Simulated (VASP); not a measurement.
# SiC (P6_3mc) in VASP: single point with HSE06

Aim: the single point of SiC with HSE06.

Program: VASP 6.6.1. These are calculated values, not measurements. Logs are shortened: lines on timing, memory, paths and dates and some standing lists are left out, and cuts for length are marked.

## Step 1: The cell of the first run

The structure is hexagonal, space group P6_3mc (No. 186). Conventional cell: a = 3.170 Å, b = 3.170 Å, c = 10.026 Å, α = 90.00°, β = 90.00°, γ = 120.00°. Si (site symmetry 3m) has 4 C at 1.89 to 1.93 Å within 2.5 Å. Within 2.5 Å of Si (site symmetry 3m) lie 4 C at 1.90 to 1.93 Å. C (site symmetry 3m) has 4 Si at 1.89 to 1.93 Å within 2.5 Å. C (site symmetry 3m) has 4 Si at 1.90 to 1.93 Å within 2.5 Å.

## Step 2: Single point, HSE06 (epitaxial xy strain +3.0%)

File POSCAR:

```
SiC
1.0
    3.1698816840      0.0000000000      0.0000000000
   -1.5849408420      2.7451980654      0.0000000000
    0.0000000000      0.0000000000     10.0263391721
Si C
4 4
Direct
    0.0000000000      0.0000000000     -0.0008671590
    0.3333333333      0.6666666667      0.2492476495
    0.0000000000      0.0000000000      0.4991328410
    0.6666666667      0.3333333333      0.7492476495
    0.0000000000      0.0000000000      0.1878906574
    0.3333333333      0.6666666667      0.4387288522
    0.0000000000      0.0000000000      0.6878906574
    0.6666666667      0.3333333333      0.9387288522
```

File INCAR.step1:

```
SYSTEM = SiC
PREC = Accurate
ENCUT = 520
EDIFF = 1E-5
ISMEAR = 0
SIGMA = 0.01
LREAL = .FALSE.
LASPH = .TRUE.
NELM = 100
ALGO = Normal
ISIF = 2
LWAVE = .TRUE.
LCHARG = .FALSE.
NBANDS = 26
GGA = PE
```

File INCAR.step2:

```
SYSTEM = SiC
PREC = Accurate
ENCUT = 520
EDIFF = 1E-6
ISMEAR = 0
SIGMA = 0.01
LREAL = .FALSE.
LASPH = .TRUE.
NELM = 100
ALGO = Normal
ISIF = 2
LWAVE = .FALSE.
LCHARG = .FALSE.
GGA = PE
LHFCALC = .TRUE.
HFSCREEN = 0.2079
PRECFOCK = Fast
NBANDS = 26
ISTART = 1
```

File KPOINTS:

```
Automatic mesh
0
G
  6 6 2
  0 0 0
```

Potentials or basis: VASP PAW PBE potentials, release 64 (Si, C).

Started as:

```
$ cat potpaw_PBE.64/Si/POTCAR potpaw_PBE.64/C/POTCAR > POTCAR
$ cp INCAR.step1 INCAR
$ mpirun -np 1 vasp_std > vasp.out
$ cp INCAR.step2 INCAR
$ mpirun -np 1 vasp_std > vasp.out
```

OUTCAR:

```text
SYSTEM = SiC
   PREC = Accurate
   ENCUT = 520
   EDIFF = 1E-6
   ISMEAR = 0
   LREAL = .FALSE.
   LASPH = .TRUE.
   NELM = 100
   ISIF = 2
   GGA = PE
   LHFCALC = .TRUE.
   HFSCREEN = 0.2079
   PRECFOCK = Fast
   ISTART = 1

 ion  position               nearest neighbor table
   1  0.000  0.000  0.999-   5 1.89   8 1.93   8 1.93   8 1.93   4 3.10   4 3.10   4 3.10   2 3.10
                             2 3.10   2 3.10
   2  0.333  0.667  0.249-   6 1.90   5 1.93   5 1.93   5 1.93   3 3.10   3 3.10   3 3.10   1 3.10
                             1 3.10   1 3.10
   3  0.000  0.000  0.499-   7 1.89   6 1.93   6 1.93   6 1.93   2 3.10   2 3.10   2 3.10   4 3.10
                             4 3.10   4 3.10
   4  0.667  0.333  0.749-   8 1.90   7 1.93   7 1.93   7 1.93   1 3.10   1 3.10   1 3.10   3 3.10
                             3 3.10   3 3.10
   5  0.000  0.000  0.188-   1 1.89   2 1.93   2 1.93   2 1.93
   6  0.333  0.667  0.439-   2 1.90   3 1.93   3 1.93   3 1.93
   7  0.000  0.000  0.688-   3 1.89   4 1.93   4 1.93   4 1.93
   8  0.667  0.333  0.939-   4 1.90   1 1.93   1 1.93   1 1.93

  LATTYP: Found a hexagonal cell.
 ALAT       =     3.1698816840
 C/A-ratio  =     3.1630010744

  Lattice vectors:

 A1 = (   3.1698816840,   0.0000000000,   0.0000000000)
 A2 = (  -1.5849408420,   2.7451980654,   0.0000000000)
 A3 = (   0.0000000000,   0.0000000000,  10.0263391721)

Analysis of symmetry for initial positions (statically):
=====================================================================
 Subroutine PRICEL returns:
 Original cell was already a primitive cell.

 Routine SETGRP: Setting up the symmetry group for a
 hexagonal supercell.

 Subroutine GETGRP returns: Found 12 space group operations
 (whereof  6 operations were pure point group operations)
 out of a pool of 24 trial point group operations.

The static configuration has the point symmetry C_3v.
 The point group associated with its full space group is C_6v.

Analysis of symmetry for dynamics (positions and initial velocities):
=====================================================================
 Subroutine PRICEL returns:
 Original cell was already a primitive cell.

 Routine SETGRP: Setting up the symmetry group for a
 hexagonal supercell.

 Subroutine GETGRP returns: Found 12 space group operations
 (whereof  6 operations were pure point group operations)
 out of a pool of 24 trial point group operations.

The dynamic configuration has the point symmetry C_3v.
 The point group associated with its full space group is C_6v.

 Subroutine INISYM returns: Found 12 space group operations
 (whereof  6 operations are pure point group operations),
 and found     1 'primitive' translations

----------------------------------------------------------------------------------------

                                     Primitive cell

  volume of cell :      87.2487

  direct lattice vectors                    reciprocal lattice vectors
     3.169881684  0.000000000  0.000000000     0.315469188  0.182136220  0.000000000
    -1.584940842  2.745198065  0.000000000     0.000000000  0.364272441  0.000000000
     0.000000000  0.000000000 10.026339172     0.000000000  0.000000000  0.099737300

  length of vectors
     3.169881684  3.169881684 10.026339172     0.364272441  0.364272441  0.099737300

  position of ions in fractional coordinates (direct lattice)
     0.000000000  0.000000000  0.999132841
     0.333333333  0.666666667  0.249247649
     0.000000000  0.000000000  0.499132841
     0.666666667  0.333333333  0.749247649
     0.000000000  0.000000000  0.187890657
     0.333333333  0.666666667  0.438728852
     0.000000000  0.000000000  0.687890657
     0.666666667  0.333333333  0.938728852

  ion indices of the primitive-cell ions
   primitive index   ion index
                 1           1
                 2           2
                 3           3
                 4           4
                 5           5
                 6           6
                 7           7
                 8           8

----------------------------------------------------------------------------------------

 KPOINTS: Automatic mesh

Automatic generation of k-mesh.
 Grid dimensions read from file:
 generate k-points for:    6    6    2

 Generating k-lattice:

  Cartesian coordinates                     Fractional coordinates (reciprocal lattice)
     0.052578198  0.030356037  0.000000000     0.166666667  0.000000000  0.000000000
     0.000000000  0.060712073  0.000000000     0.000000000  0.166666667  0.000000000
     0.000000000  0.000000000  0.049868650     0.000000000  0.000000000  0.500000000

  Length of vectors
     0.060712073  0.060712073  0.049868650

  Shift w.r.t. Gamma in fractional coordinates (k-lattice)
     0.000000000  0.000000000  0.000000000

 Subroutine IBZKPT returns following result:
 ===========================================

 Found     14 irreducible k-points:

 Following reciprocal coordinates:
            Coordinates               Weight
  0.000000  0.000000  0.000000      1.000000
  0.166667 -0.000000  0.000000      6.000000
  0.333333 -0.000000  0.000000      6.000000
  0.500000 -0.000000  0.000000      3.000000
  0.166667  0.166667  0.000000      6.000000
  0.333333  0.166667  0.000000     12.000000
  0.333333  0.333333  0.000000      2.000000
  0.000000  0.000000  0.500000      1.000000
  0.166667 -0.000000  0.500000      6.000000
  0.333333 -0.000000  0.500000      6.000000
  0.500000 -0.000000  0.500000      3.000000
  0.166667  0.166667  0.500000      6.000000
  0.333333  0.166667  0.500000     12.000000
  0.333333  0.333333  0.500000      2.000000
   k-points           NKPTS =     14   k-points in BZ     NKDIM =     72   number of bands    NBANDS=     26
   number of dos      NEDOS =    301   number of ions     NIONS =      8
   total plane-waves  NPLWV =  46080
   dimension x,y,z NGX =    24 NGY =   24 NGZ =   80
   dimension x,y,z NGXF=    48 NGYF=   48 NGZF=  160
   ions per type =               4   4
   NGX,Y,Z   is equivalent  to a cutoff of  12.59, 12.59, 13.26 a.u.
   NGXF,Y,Z  is equivalent  to a cutoff of  25.17, 25.17, 26.53 a.u.
 SYSTEM =  SiC
   PREC   = accura    normal or accurate (medium, high low for compatibility)
   ISTART =      1    job   : 0-new  1-cont  2-samecut
   ICHARG =      0    charge: 1-file 2-atom 10-const
   ISPIN  =      1    spin polarized calculation?
   LNONCOLLINEAR =      F non collinear calculations
   LSORBIT =      F    spin-orbit coupling
   LASPH  =      T    aspherical Exc in radial PAW
   ENCUT  =  520.0 eV  38.22 Ry    6.18 a.u.   5.89  5.89 18.64*2*pi/ulx,y,z
   NELM   =    100;   NELMIN=  2; NELMDL=  0     # of ELM steps
   EDIFF  = 0.1E-05   stopping-criterion for ELM
   LREAL  =      F    real-space projection
   EDIFFG = 0.1E-04   stopping-criterion for IOM
   NSW    =      0    number of steps for IOM
   IBRION =     -1    ionic relax: 0-MD 1-quasi-New 2-CG
   NFREE  =      0    steps in history (QN), initial steepest desc. (CG)
   ISIF   =      2    stress and relaxation
   ISYM   =      3    0-nonsym 1-usesym 2-fastsym
   POTIM  = 0.5000    time-step for ionic-motion
   TEBEG  =    0.0;   TEEND  =   0.0 temperature during run
   PSTRESS=    0.0 pullay stress
   NELECT =      32.0000    total number of electrons
   NUPDOWN=      -1.0000    fix difference up-down
   EMIN   =  10.00;   EMAX   =-10.00  energy-range for DOS
   EFERMI =   0.00;   METHOD = LEGACY
   ISMEAR =     0;   SIGMA  =   0.01  broadening in eV -4-tet -1-fermi 0-gaus
   EFERMI_NEDOS =   21; number of points for ismear=-14 and -15
   IALGO  =     38    algorithm
   IMIX   =      1    mixing-type and parameters
     AMIX     =   0.40;   BMIX     =  1.00
     AMIX_MAG =   1.60;   BMIX_MAG =  1.00
  volume/ion in A,a.u.               =      10.91        73.60
  Fermi-wavevector in a.u.,A,eV,Ry     =   1.171849  2.214474 18.683940  1.373231
  Thomas-Fermi vector in A             =   2.308287
   LORBIT       =      0    0 simple, 1 ext, 2 COOP (PROOUT), +10 PAW based schemes
   GGA     = PE    functional components
   LHFCALC =     T    Hartree Fock is set to
   PRECFOCK=fast      Normal, Fast or Accurate (Low or Medium for compatibility)
   ENCUT4O =  -1.0   cutoff for four orbital integrals eV
   NKREDX  =     1    reduce k-point grid by
   NKREDY  =     1    reduce k-point grid by
   NKREDZ  =     1    reduce k-point grid by
   AEXX    =    0.2500 exact exchange contribution
   HFSCREEN=    0.2079 screening length (either q_TF or 0.3 A-1)
   HFSCREENC=   0.2079 screening length for correlation (either q_TF or 0.3 A-1)
   ENCUTFOCK=  -1.0 apply spherical cutoff to Coloumb kernel
   IVDW    =     0    specifies the selected vdW correction
   LEPSILON=     F    determine dielectric tensor
   LRPA    =     F    only Hartree local field effects (RPA)
 non-spin polarized calculation
 Gauss-broadening in eV      SIGMA  =   0.01
  energy-cutoff  :      520.00
  volume of cell :       87.25
 maximum number of plane-waves:      2376
 NGX is ok and might be reduce to    24
  NGX = 14; NGY = 14; NGZ = 48

 number of electron      32.0000003 magnetization

 Free energy of the ion-electron system (eV)
  ---------------------------------------------------
  ext. energy  EPLUGINS =         0.00000000
  ---------------------------------------------------
  free energy    TOTEN  =       -69.37597093 eV

  energy without entropy =      -69.37597093  energy(sigma->0) =      -69.37597093

 E-fermi :   7.2612     XC(G=0):  -9.1767

 val. band max:        7.1292589069   @ k =   0.0000   0.0000   0.0000
 cond. band min:      10.0548472978   @ k =   0.5000  -0.0000   0.0000
 fundamental gap:      2.9255883908
 Fermi energy:         7.2611519383

 k-point     1 :       0.0000    0.0000    0.0000
  band No.  band energies     occupation
      1      -9.6404      2.00000
      2      -8.3472      2.00000
      3      -8.3068      2.00000
      4      -5.7281      2.00000
      5      -2.0325      2.00000
      6       2.5830      2.00000
[... 18 lines left out ...]
     25      15.8173      0.00000
     26      15.8634      0.00000
[... 354 lines left out ...]
      4      -4.9346      2.00000
      5      -0.9124      2.00000
      6      -0.9124      2.00000
[... 18 lines left out ...]
     25      17.9151      0.00000
     26      17.9151      0.00000

------------------------ aborting loop because EDIFF is reached ----------------------------------------

  FORCE on cell =-STRESS in cart. coord.  units (eV):
  Direction    XX          YY          ZZ          XY          YZ          ZX
  --------------------------------------------------------------------------------------
  -------------------------------------------------------------------------------------
  Total       -9.7502230     -9.7502230     -0.9348917      0.0000000      0.0000000      0.0000000
  in kB     -179.0465692   -179.0465692    -17.1677254      0.0000000      0.0000000      0.0000000
  external PRESSURE =    -125.0869546 kB  Pullay stress =       0.0000000 kB

 VOLUME and BASIS-vectors are now :
 -----------------------------------------------------------------------------
  energy-cutoff  :      520.00
  volume of cell :       87.25
      direct lattice vectors                 reciprocal lattice vectors
     3.169881684  0.000000000  0.000000000     0.315469188  0.182136220  0.000000000
    -1.584940842  2.745198065  0.000000000     0.000000000  0.364272441  0.000000000
     0.000000000  0.000000000 10.026339172     0.000000000  0.000000000  0.099737300

 POSITION                                       TOTAL-FORCE (eV/Angst)
 -----------------------------------------------------------------------------------
      0.00000      0.00000     10.01764         0.000000     -0.000000     -0.026230
     -0.00000      1.83013      2.49904        -0.000000      0.000000     -0.015790
      0.00000      0.00000      5.00448         0.000000     -0.000000     -0.026230
      1.58494      0.91507      7.51221         0.000000     -0.000000     -0.015790
      0.00000      0.00000      1.88386        -0.000000      0.000000      0.024315
     -0.00000      1.83013      4.39884         0.000000     -0.000000      0.017704
      0.00000      0.00000      6.89703         0.000000     -0.000000      0.024315
      1.58494      0.91507      9.41201        -0.000000      0.000000      0.017704
 -----------------------------------------------------------------------------------
    total drift:                               -0.000002      0.000003      0.000037

  FREE ENERGIE OF THE ION-ELECTRON SYSTEM (eV)
  ---------------------------------------------------
  free  energy   TOTEN  =       -69.3759709284 eV

  energy  without entropy=      -69.3759709284  energy(sigma->0) =      -69.37597093
```

It took 44 min on 1 thread of Oxide Virtual Turin-like, shared host; peak memory 0.29 GiB.

Results:

| Item | Value |
| --- | --- |
| Free energy | -69.3760 eV |
| Pressure | -12.5 GPa |
| Largest force | 0.026 eV/Å |
| Band gap on the k mesh | 2.93 eV (least direct gap 4.24 eV) |

Forces on the atoms (eV/Å):
```
Si   0.000  0.000 -0.026
Si   0.000  0.000 -0.016
Si   0.000  0.000 -0.026
Si   0.000  0.000 -0.016
C    0.000  0.000  0.024
C    0.000  0.000  0.018
C    0.000  0.000  0.024
C    0.000  0.000  0.018
```

Caveat: the cell differs from its parent crystal (epitaxial xy strain +3.0%); the stress differs along the axes, from -18 to -2 GPa; the PAW data sets were made with another functional, which shifts forces and pressure a little. A k mesh can miss the band edges.
